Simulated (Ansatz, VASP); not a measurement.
Two plane-wave programs on C

The input INCAR:

```
PREC = Accurate ; ENCUT = 520
EDIFF = 1E-6 ; ISMEAR = 0
SIGMA = 0.1 ; LREAL = Auto
LASPH = T ; NELM = 60
ALGO = Normal ; ISIF = 2
LWAVE = F ; LCHARG = T
LDIPOL = T ; IDIPOL = 3
DIPOL = 0.5 0.5 0.500 ; GGA = PE
IVDW = 12 ; LELF = T
LVHAR = T ; LVACPOTAV = T
NBANDS = 51
```

Contents of KPOINTS:

```
Automatic mesh
0
Gamma
  15 15 1
```

The input POSCAR:

```
C
1.0
    2.4649796689      0.0000000000      0.0000000000
   -1.2324898345      2.1347350131      0.0000000000
    0.0000000000      0.0000000000     41.9537328631
C
18
Direct
    0.0000000000      0.0000000000      0.1787683651
    0.6666666667      0.3333333333      0.1787683595
    0.0000000000      0.0000000000      0.2590762746
    0.3333333333      0.6666666667      0.2590762689
    0.0000000000      0.0000000000      0.3393841840
    0.6666666667      0.3333333333      0.3393841784
    0.0000000000      0.0000000000      0.4196920934
    0.3333333333      0.6666666667      0.4196920878
    0.0000000000      0.0000000000      0.5000000028
    0.6666666667      0.3333333333      0.4999999972
    0.0000000000      0.0000000000      0.5803079122
    0.3333333333      0.6666666667      0.5803079066
    0.0000000000      0.0000000000      0.6606158216
    0.6666666667      0.3333333333      0.6606158160
    0.0000000000      0.0000000000      0.7409237311
    0.3333333333      0.6666666667      0.7409237254
    0.0000000000      0.0000000000      0.8212316405
    0.6666666667      0.3333333333      0.8212316349
```

Input for Ansatz:

```yaml
crystal:
  lattice:
    - [2.4649796689, 0.0, 0.0]
    - [-1.2324898345, 2.1347350131, 0.0]
    - [0.0, 0.0, 41.9537328631]
  atoms:
    - { symbol: C, position: [0.0, 0.0, 0.1787683651] }
    - { symbol: C, position: [0.6666666667, 0.3333333333, 0.1787683595] }
    - { symbol: C, position: [0.0, 0.0, 0.2590762746] }
    - { symbol: C, position: [0.3333333333, 0.6666666667, 0.2590762689] }
    - { symbol: C, position: [0.0, 0.0, 0.339384184] }
    - { symbol: C, position: [0.6666666667, 0.3333333333, 0.3393841784] }
    - { symbol: C, position: [0.0, 0.0, 0.4196920934] }
    - { symbol: C, position: [0.3333333333, 0.6666666667, 0.4196920878] }
    - { symbol: C, position: [0.0, 0.0, 0.5000000028] }
    - { symbol: C, position: [0.6666666667, 0.3333333333, 0.4999999972] }
    - { symbol: C, position: [0.0, 0.0, 0.5803079122] }
    - { symbol: C, position: [0.3333333333, 0.6666666667, 0.5803079066] }
    - { symbol: C, position: [0.0, 0.0, 0.6606158216] }
    - { symbol: C, position: [0.6666666667, 0.3333333333, 0.660615816] }
    - { symbol: C, position: [0.0, 0.0, 0.7409237311] }
    - { symbol: C, position: [0.3333333333, 0.6666666667, 0.7409237254] }
    - { symbol: C, position: [0.0, 0.0, 0.8212316405] }
    - { symbol: C, position: [0.6666666667, 0.3333333333, 0.8212316349] }
basis:
  ecutwfc: 420
kpoints:
  mp_grid: { grid: [15, 15, 1] }
hamiltonian:
  xc: pbe
  dispersion: d3bj
scf:
  occupations: { method: gaussian, width: 0.1 }
output:
  forces: true
  stress: true
  eigenvalues: true
  write_density: true
  write_potential: true
  elf: true
  volumetric_format: npy
efield:
  axis: 3
  dipole_correction: true
  ramp_width: 0.04
```

Alike in both runs: task single point; functional PBE; dispersion D3(BJ); k mesh 15 × 15 × 1; occupations gaussian, width 0.1 eV; no spin polarisation.

|  | VASP | Ansatz |
| --- | --- | --- |
| version | VASP 6.6.1 | Ansatz 0.2.0 |
| potentials or method | VASP PAW PBE potentials, release 64 (C), cutoff 520 eV | scalar-relativistic, plane waves, PAW |
| valence electrons in the cell | 72 | 72 |

```tsv
	VASP	Ansatz	Ansatz less VASP
gap on the k mesh at the Fermi level (eV)	none	none	-
rms of the force components (eV/Å)	0.006	0.003	-0.0034
```

Atom by atom the forces differ by 0.006 eV/Å (rms over components). A gap of «none» marks a metal or a gap that the smearing closes. Ansatz's warnings: xc potential rough in thin density.
